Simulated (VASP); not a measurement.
Write the native input for VASP 6.6.1 that does the following.

```yaml
Task: single point
Functional: PBEsol
Potentials_or_basis: VASP PAW PBE potentials, release 64 (Hf_pv, N)
Cutoff: 520 eV
k_mesh: 12 × 12 × 9
Occupations: gaussian, width 0.1 eV
Spin: no spin polarisation
Dipole_correction: no
Further_INCAR_settings: ALGO = Normal; EDIFF = 1e-06; NBANDS = 23
```

The structure of HfN lies in POSCAR:

```
HfN
1.0
    3.1160085603      0.0000000000      0.0000000000
   -1.5580042802      2.6985425717      0.0000000000
    0.0000000000      0.0000000000      5.6381653451
Hf N
2 2
Direct
    0.0000000000      0.0000000000      0.0000000000
    0.0000000000      0.0000000000      0.5000000000
    0.3333333333      0.6666666667      0.2500000000
    0.6666666667      0.3333333333      0.7500000000
```

The input as run:

INCAR

```
SYSTEM = HfN
PREC = Accurate ; ENCUT = 520
EDIFF = 1E-6 ; ISMEAR = 0
SIGMA = 0.1 ; LREAL = .False.
LASPH = .True. ; NELM = 60
ALGO = Normal ; ISIF = 2
LWAVE = .False. ; LCHARG = .False.
GGA = PS ; NBANDS = 23
```

KPOINTS

```
regular mesh
0
Gamma
  12 12 9
  0 0 0
```

Potentials or basis: VASP PAW PBE potentials, release 64 (Hf_pv, N).

Run with:

```bash
$ cat potpaw_PBE.64/Hf_pv/POTCAR potpaw_PBE.64/N/POTCAR > POTCAR
$ mpirun -np 1 vasp_std > vasp.out
```

Results of the run:

The pressure is -1.9 GPa and the band gap on the k mesh is zero (bands 15 and 16 overlap by 1.94 eV).

Caveat: the PAW data sets were made with another functional, which shifts forces and pressure a little; spin-orbit coupling is left out, which moves the levels of the heavy elements.

Wall time 110 s on 1 thread of Intel Xeon 8259CL (shared host), peak memory 0.23 GiB.
